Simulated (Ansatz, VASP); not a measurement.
## One calculation of CaF2, two programs

```
Ca F
1.0
     0.00000    2.69409    2.69409
     2.69409    0.00000    2.69409
     2.69409    2.69409    0.00000
Ca F
1 2
Direct
  0.00000 0.00000 0.00000
  0.25000 0.25000 0.25000
  0.75000 0.75000 0.75000
```

Alike in both runs: task single point; functional PBEsol; k mesh 6 × 6 × 6; no spin polarisation.

```csv
,VASP,Ansatz
version,VASP 6.6.1,Ansatz 0.2.0
potentials or method,"VASP PAW PBE potentials, release 64 (Ca_sv, F), cutoff 600 eV","plane waves, PAW"
occupations,"gaussian, width 0.01 eV",fixed
valence electrons in the cell,24,24
```

Ansatz gave:

| Quantity | Value |
| --- | --- |
| pressure (GPa) | 1.6 |

Task: Which values does VASP return?

Result: Pressure (GPa): 1.9.

VASP's potentials were made for PBE, not for PBEsol.
